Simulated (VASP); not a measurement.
# Hg2Mo (P1) in VASP: single point with PBE

Aim: the single point of Hg2Mo with PBE.

Program: VASP 6.6.1. These are calculated values, not measurements. Logs are shortened: lines on timing, memory, paths and dates and some standing lists are left out, and cuts for length are marked.

### Step 1. The cell of the first run

The typed cell holds 3 atoms: a = 4.344 Å, b = 4.374 Å, c = 4.804 Å, α = 60.52°, β = 62.72°, γ = 60.91°.

### Step 2. Single point, PBE, collinear spin

INCAR

```
SYSTEM = Hg2Mo
PREC     = Accurate       ! precision mode
ENCUT    = 500            ! plane-wave cutoff, eV
EDIFF    = 1E-6           ! SCF threshold, eV
ISMEAR   = -1             ! smearing method
SIGMA    = 0.15           ! smearing width, eV
LREAL    = .False.        ! projectors in reciprocal space
LASPH    = .True.         ! aspherical terms in the spheres
NELM     = 200            ! most SCF steps
ALGO     = Normal         ! electronic algorithm
ISIF     = 2              ! what is computed and relaxed
LWAVE    = .False.        ! write WAVECAR
LCHARG   = .False.        ! write CHGCAR
ISPIN    = 2              ! spin polarisation
MAGMOM   = 4 0 0          ! initial moments
LORBIT   = 11             ! projections on sites
LMAXMIX  = 4              ! l up to which the mixer works
GGA      = PE             ! functional
NBANDS   = 30             ! bands
GGA_COMPAT= .False.
```

KPOINTS

```
Automatic mesh
0
Gamma
  2 2 2
  0.5 0.5 0.5
```

POSCAR

```
Hg2Mo
1.0
   -3.0974500000     -0.0064400000      3.0456670000
   -0.0326170000      3.1761200000      3.0066100000
   -3.3332180000      3.4509450000     -0.2422080000
Mo Hg
1 2
Direct
    0.7360450000      0.6989430000      0.5927800000
    1.0182550000      0.9039670000      0.8750420000
    1.5163890000      1.4149050000      1.2856770000
```

Potentials or basis: VASP PAW PBE potentials, release 64 (Mo_sv, Hg).

Started as:

```
> cat potpaw_PBE.64/Mo_sv/POTCAR potpaw_PBE.64/Hg/POTCAR > POTCAR
> mpirun -np 1 vasp_std > vasp.out
```

OUTCAR:

```text
SYSTEM = Hg2Mo
   PREC = Accurate
   ENCUT = 500
   EDIFF = 1E-6
   ISMEAR = -1
   LREAL = .False.
   LASPH = .True.
   NELM = 200
   ISIF = 2
   ISPIN = 2
   LORBIT = 11
   GGA = PE

 ion  position               nearest neighbor table
   1  0.736  0.699  0.593-   3 2.59   2 2.64   3 2.78   2 2.82   2 2.86   3 2.89   2 2.89   3 2.98

   2  0.018  0.904  0.875-   1 2.64   1 2.82   1 2.86   1 2.89   3 2.90   3 3.05   3 3.11   3 3.25
                             3 3.53   3 3.62
   3  0.516  0.415  0.286-   1 2.59   1 2.78   1 2.89   2 2.90   1 2.98   2 3.05   2 3.11   2 3.25
                             2 3.53   2 3.62

  LATTYP: Found a triclinic cell.
 ALAT       =     4.7769466821
 B/A-ratio  =     1.3910323649
 C/A-ratio  =     0.9093672329
 COS(alpha) =     0.0023575015
 COS(beta)  =     0.4484475770
 COS(gamma) =     0.7536518079

  Lattice vectors:

 A1 = (  -0.2357680000,   3.4573850000,  -3.2878750000)
 A2 = (  -0.2683850000,   6.6335050000,  -0.2812650000)
 A3 = (   3.0974500000,   0.0064400000,  -3.0456670000)

Analysis of symmetry for initial positions (statically):
=====================================================================
 Subroutine PRICEL returns:
 Original cell was already a primitive cell.

 Routine SETGRP: Setting up the symmetry group for a
 triclinic supercell.

 Subroutine GETGRP returns: Found  1 space group operations
 (whereof  1 operations were pure point group operations)
 out of a pool of  2 trial point group operations.

The static configuration has the point symmetry C_1 .

Analysis of symmetry for dynamics (positions and initial velocities):
=====================================================================
 Subroutine PRICEL returns:
 Original cell was already a primitive cell.

 Routine SETGRP: Setting up the symmetry group for a
 triclinic supercell.

 Subroutine GETGRP returns: Found  1 space group operations
 (whereof  1 operations were pure point group operations)
 out of a pool of  2 trial point group operations.

The dynamic configuration has the point symmetry C_1 .

Analysis of structural, dynamic, and magnetic symmetry:
=====================================================================
 Subroutine PRICEL returns:
 Original cell was already a primitive cell.

 Routine SETGRP: Setting up the symmetry group for a
 triclinic supercell.

 Subroutine GETGRP returns: Found  1 space group operations
 (whereof  1 operations were pure point group operations)
 out of a pool of  2 trial point group operations.

The overall configuration has the point symmetry C_1 .

 Subroutine INISYM returns: Found  1 space group operations
 (whereof  1 operations are pure point group operations),
 and found     1 'primitive' translations

----------------------------------------------------------------------------------------

                                     Primitive cell

  volume of cell :      66.4862

  direct lattice vectors                    reciprocal lattice vectors
    -3.097450000 -0.006440000  3.045667000    -0.167627702 -0.150852177  0.157538591
    -0.032617000  3.176120000  3.006610000     0.158060934  0.163975392  0.161095038
    -3.333218000  3.450945000 -0.242208000    -0.145786159  0.138577402 -0.147971823

  length of vectors
     4.343998786  4.373614731  4.803959653     0.275088773  0.278967380  0.249705749

  position of ions in fractional coordinates (direct lattice)
     0.736045000  0.698943000  0.592780000
     0.018255000  0.903967000  0.875042000
     0.516389000  0.414905000  0.285677000

  ion indices of the primitive-cell ions
   primitive index   ion index
                 1           1
                 2           2
                 3           3

----------------------------------------------------------------------------------------

 KPOINTS: Automatic mesh

Automatic generation of k-mesh.
 Grid dimensions read from file:
 generate k-points for:    2    2    2

 Generating k-lattice:

  Cartesian coordinates                     Fractional coordinates (reciprocal lattice)
    -0.083813851 -0.075426088  0.078769295     0.500000000  0.000000000  0.000000000
     0.079030467  0.081987696  0.080547519     0.000000000  0.500000000  0.000000000
    -0.072893079  0.069288701 -0.073985912     0.000000000  0.000000000  0.500000000

  Length of vectors
     0.137544387  0.139483690  0.124852874

  Shift w.r.t. Gamma in fractional coordinates (k-lattice)
     0.500000000  0.500000000  0.500000000

 Subroutine IBZKPT returns following result:
 ===========================================

 Found      4 irreducible k-points:

 Following reciprocal coordinates:
            Coordinates               Weight
  0.250000  0.250000  0.250000      2.000000
 -0.250000  0.250000  0.250000      2.000000
  0.250000 -0.250000  0.250000      2.000000
 -0.250000 -0.250000  0.250000      2.000000
   k-points           NKPTS =      4   k-points in BZ     NKDIM =      4   number of bands    NBANDS=     30
   number of dos      NEDOS =    301   number of ions     NIONS =      3
   total plane-waves  NPLWV =  36864
   dimension x,y,z NGX =    32 NGY =   32 NGZ =   36
   dimension x,y,z NGXF=    64 NGYF=   64 NGZF=   72
   ions per type =               1   2
   NGX,Y,Z   is equivalent  to a cutoff of  12.25, 12.16, 12.46 a.u.
   NGXF,Y,Z  is equivalent  to a cutoff of  24.49, 24.33, 24.92 a.u.
 SYSTEM =  Hg2Mo
   PREC   = accura    normal or accurate (medium, high low for compatibility)
   ISTART =      0    job   : 0-new  1-cont  2-samecut
   ICHARG =      2    charge: 1-file 2-atom 10-const
   ISPIN  =      2    spin polarized calculation?
   LNONCOLLINEAR =      F non collinear calculations
   LSORBIT =      F    spin-orbit coupling
   LASPH  =      T    aspherical Exc in radial PAW
   ENCUT  =  500.0 eV  36.75 Ry    6.06 a.u.   7.92  7.97  8.76*2*pi/ulx,y,z
   NELM   =    200;   NELMIN=  2; NELMDL= -5     # of ELM steps
   EDIFF  = 0.1E-05   stopping-criterion for ELM
   LREAL  =      F    real-space projection
[... 7 lines left out ...]
   TEBEG  =    0.0;   TEEND  =   0.0 temperature during run
   PSTRESS=    0.0 pullay stress
   NELECT =      38.0000    total number of electrons
   NUPDOWN=      -1.0000    fix difference up-down
   EMIN   =  10.00;   EMAX   =-10.00  energy-range for DOS
   EFERMI =   0.00;   METHOD = LEGACY
   ISMEAR =    -1;   SIGMA  =   0.15  broadening in eV -4-tet -1-fermi 0-gaus
   EFERMI_NEDOS =   21; number of points for ismear=-14 and -15
   IALGO  =     38    algorithm
   IMIX   =      4    mixing-type and parameters
     AMIX     =   0.40;   BMIX     =  1.00
     AMIX_MAG =   1.60;   BMIX_MAG =  1.00
  volume/ion in A,a.u.               =      22.16       149.56
  Fermi-wavevector in a.u.,A,eV,Ry     =   1.358602  2.567385 25.113621  1.845799
  Thomas-Fermi vector in A             =   2.485421
   LORBIT       =     11    0 simple, 1 ext, 2 COOP (PROOUT), +10 PAW based schemes
   GGA     = PE    functional components
   LHFCALC =     F    Hartree Fock is set to
   AEXX    =    0.0000 exact exchange contribution
   IVDW    =     0    specifies the selected vdW correction
   LEPSILON=     F    determine dielectric tensor
   LRPA    =     F    only Hartree local field effects (RPA)
 spin polarized calculation
  energy-cutoff  :      500.00
  volume of cell :       66.49
 maximum number of plane-waves:      1694
   NGX = 15   NGY = 15   NGZ = 17

 number of electron      38.0000002 magnetization       2.1561711

 Free energy of the ion-electron system (eV)
  ---------------------------------------------------
  ext. energy  EPLUGINS =         0.00000000
  ---------------------------------------------------
  free energy    TOTEN  =        -7.97917902 eV

  energy without entropy =       -7.74154972  energy(sigma->0) =       -7.86036437

 E-fermi :   4.7312     XC(G=0): -11.0878

 val. band max:        4.7077047685   @ k =  -0.2500  -0.2500   0.2500
 cond. band min:       4.8795147418   @ k =  -0.2500  -0.2500   0.2500
 fundamental gap:      0.1718099733
 Fermi energy:         4.7311769171

 spin component 1

 k-point     1 :       0.2500    0.2500    0.2500
  band No.  band energies     occupation
      1     -56.4552      1.00000
      2     -30.7339      1.00000
      3     -30.6647      1.00000
      4     -30.5800      1.00000
      5      -3.5914      1.00000
      6      -3.4259      1.00000
[... 22 lines left out ...]
     29      15.1739      0.00000
     30      15.9036      0.00000
[... 67 lines left out ...]
 k-point     4 :      -0.2500   -0.2500    0.2500
  band No.  band energies     occupation
      1     -56.4548      1.00000
      2     -30.7330      1.00000
      3     -30.6698      1.00000
      4     -30.5786      1.00000
      5      -3.4204      1.00000
      6      -3.3178      1.00000
[... 22 lines left out ...]
     29      17.1788      0.00000
     30      17.6018      0.00000
 Fermi energy:         4.7311769171

 spin component 2

 k-point     1 :       0.2500    0.2500    0.2500
  band No.  band energies     occupation
      1     -55.3152      1.00000
      2     -29.4361      1.00000
      3     -29.4257      1.00000
      4     -29.3293      1.00000
      5      -3.4345      1.00000
      6      -3.3467      1.00000
[... 22 lines left out ...]
     29      15.5097      0.00000
     30      16.3103      0.00000
[... 68 lines left out ...]
  band No.  band energies     occupation
      1     -55.3148      1.00000
      2     -29.4414      1.00000
      3     -29.4248      1.00000
      4     -29.3278      1.00000
      5      -3.3235      1.00000
      6      -3.2359      1.00000
[... 22 lines left out ...]
     29      17.5484      0.00000
     30      18.0828      0.00000

------------------------ aborting loop because EDIFF is reached ----------------------------------------

  FORCE on cell =-STRESS in cart. coord.  units (eV):
  Direction    XX          YY          ZZ          XY          YZ          ZX
  --------------------------------------------------------------------------------------
  -------------------------------------------------------------------------------------
  Total        3.7408792      2.5636787      4.4077961      1.6913309     -0.3139480      0.8089221
  in kB       90.1473191     61.7792621    106.2186124     40.7575161     -7.5654856     19.4933212
  external PRESSURE =      86.0483979 kB  Pullay stress =       0.0000000 kB

 VOLUME and BASIS-vectors are now :
 -----------------------------------------------------------------------------
  energy-cutoff  :      500.00
  volume of cell :       66.49
      direct lattice vectors                 reciprocal lattice vectors
    -3.097450000 -0.006440000  3.045667000    -0.167627702 -0.150852177  0.157538591
    -0.032617000  3.176120000  3.006610000     0.158060934  0.163975392  0.161095038
    -3.333218000  3.450945000 -0.242208000    -0.145786159  0.138577402 -0.147971823

 POSITION                                       TOTAL-FORCE (eV/Angst)
 -----------------------------------------------------------------------------------
     -4.27852      4.26084      4.19962        -0.860372     -1.427698     -0.106521
     -3.00273      5.89071      2.56153         0.714296      0.365051     -0.705781
     -2.56525      2.30032      2.75101         0.146076      1.062647      0.812302
 -----------------------------------------------------------------------------------
    total drift:                                0.000080      0.000174     -0.000003

  FREE ENERGIE OF THE ION-ELECTRON SYSTEM (eV)
  ---------------------------------------------------
  free  energy   TOTEN  =        -7.9791790166 eV

  energy  without entropy=       -7.7415497227  energy(sigma->0) =       -7.86036437

 total charge

# of ion       s       p       d       tot
------------------------------------------
    1        2.250   6.078   4.011  12.339
    2        0.879   0.468   9.275  10.622
    3        0.888   0.470   9.272  10.629
--------------------------------------------------
tot          4.017   7.016  22.558  33.590

 magnetization (x)

# of ion       s       p       d       tot
------------------------------------------
    1        0.041   0.014   1.733   1.787
    2       -0.024   0.020   0.048   0.044
    3       -0.019   0.019   0.049   0.049
--------------------------------------------------
tot         -0.002   0.053   1.829   1.880
```

It took 67 s on 1 thread of Intel Xeon 8259CL, shared host; peak memory 0.21 GiB.

What came out:

* Free energy: -7.9792 eV
* Pressure: 8.6 GPa
* Largest force: 1.670 eV/Å
* Net moment: 2.16 μB per cell
* Site moments: Mo +1.79; Hg +0.04, +0.05 μB
* Valence electrons inside the program's atomic spheres: Mo 12.34; Hg 10.62, 10.63

Forces in eV/Å, atoms in the order of the input:
```
Mo  -0.860 -1.428 -0.107
Hg   0.714  0.365 -0.706
Hg   0.146  1.063  0.812
```

Stress tensor (GPa, compression positive):
```
 9.01  4.08  1.95
 4.08  6.18 -0.76
 1.95 -0.76 10.62
```

Caveat: the k points lie up to 0.88 Å⁻¹ apart, too coarse for converged energies, forces and pressures; spin-orbit coupling is left out, which moves the levels of the heavy elements; forces of over 1 eV/Å act on the atoms, so gaps and moduli don't describe the material at rest.
